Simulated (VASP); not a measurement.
A run of VASP 6.6.1:

The input INCAR:

```
PREC     = Accurate       # precision mode
ENCUT    = 520            # plane-wave cutoff, eV
EDIFF    = 1E-7           # SCF threshold, eV
ISMEAR   = -1             # smearing method
SIGMA    = 0.05           # smearing width, eV
LREAL    = F              # projectors in reciprocal space
LASPH    = T              # aspherical terms in the spheres
NELM     = 150            # most SCF steps
ALGO     = Normal         # electronic algorithm
ISIF     = 2              # what is computed and relaxed
LWAVE    = F              # write WAVECAR
LCHARG   = F              # write CHGCAR
MAGMOM   = 0 0 0 0 0 0 0 0 0 0 0 0 # initial moments
LORBIT   = 11             # projections on sites
LSORBIT  = T              # spin-orbit coupling
GGA_COMPAT= F            
LORBMOM  = T            
GGA      = PS             # functional
NBANDS   = 56             # bands
```

File KPOINTS:

```
Automatic mesh
0
Gamma
  7 7 7
```

Contents of POSCAR:

```
Cd3Se
1.0
   -2.0409530000      2.0409530000      6.0870800000
    2.0409530000     -2.0409530000      6.0870800000
    2.0409530000      2.0409530000     -6.0870800000
Cd Se
3 1
Direct
    0.5000000000      0.5000000000      0.0000000000
    0.2500000000      0.7500000000      0.5000000000
    0.7500000000      0.2500000000      0.5000000000
    0.0000000000      0.0000000000      0.0000000000
```

Potentials or basis: VASP PAW PBE potentials, release 64 (Cd, Se).

Launch:

```sh
$ cat potpaw_PBE.64/Cd/POTCAR potpaw_PBE.64/Se/POTCAR > POTCAR
$ mpirun -np 1 vasp_ncl > vasp.out
```

Hardware: 1 thread of AMD EPYC 9R45 96-Core Processor (Zen 5) (shared host).

**Question.** Estimate the wall time of this run.

**Answer.** It took 8.4 min on 1 thread of AMD EPYC 9R45 96-Core Processor (Zen 5) (shared host), peak memory 0.98 GiB. Counts: scf iterations 14, k points 40.
